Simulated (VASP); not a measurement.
Wanted: the native input for a VASP 6.6.1 run.

- Task: single point
- Functional: PBEsol
- Potentials or basis: VASP PAW PBE potentials, release 64 (Li_sv, H)
- Cutoff: 520 eV
- k mesh: 11 × 11 × 11
- Occupations: fermi-dirac, width 0.05 eV
- Spin: no spin polarisation
- Dipole correction: no
- Further INCAR settings: ALGO = Normal; EDIFF = 1e-06; NBANDS = 9

The structure of LiH lies in POSCAR:

```
LiH
1.0
    0.0000000000      2.0502388037      2.0502388037
    2.0502388037      0.0000000000      2.0502388037
    2.0502388037      2.0502388037      0.0000000000
Li H
1 1
Direct
    0.0000000000      0.0000000000      0.0000000000
    0.5000000000      0.5000000000      0.5000000000
```

This cell differs from its parent crystal: volume scaled by 1.02.

The input as run:

INCAR

```
SYSTEM = LiH
ALGO = Normal
EDIFF = 1E-6
ENCUT = 520
GGA = PS
ISIF = 2
ISMEAR = -1
LASPH = .True.
LCHARG = .True.
LELF = .True.
LREAL = .False.
LVHAR = .True.
LWAVE = .False.
NBANDS = 9
NELM = 80
PREC = Accurate
SIGMA = 0.05
```

KPOINTS

```
k-points
0
Gamma
  11 11 11
  0 0 0
```

Potentials or basis: VASP PAW PBE potentials, release 64 (Li_sv, H).

Launch:

```sh
$ cat potpaw_PBE.64/Li_sv/POTCAR potpaw_PBE.64/H/POTCAR > POTCAR
$ mpirun -np 1 vasp_std > vasp.out
```

Results of the run:

| Item | Value |
| --- | --- |
| Band gap on the k mesh | 2.98 eV, direct |

Run time: 22 s on 1 thread of AMD EPYC 7R13, with other jobs on the host, peak memory 0.1 GiB.
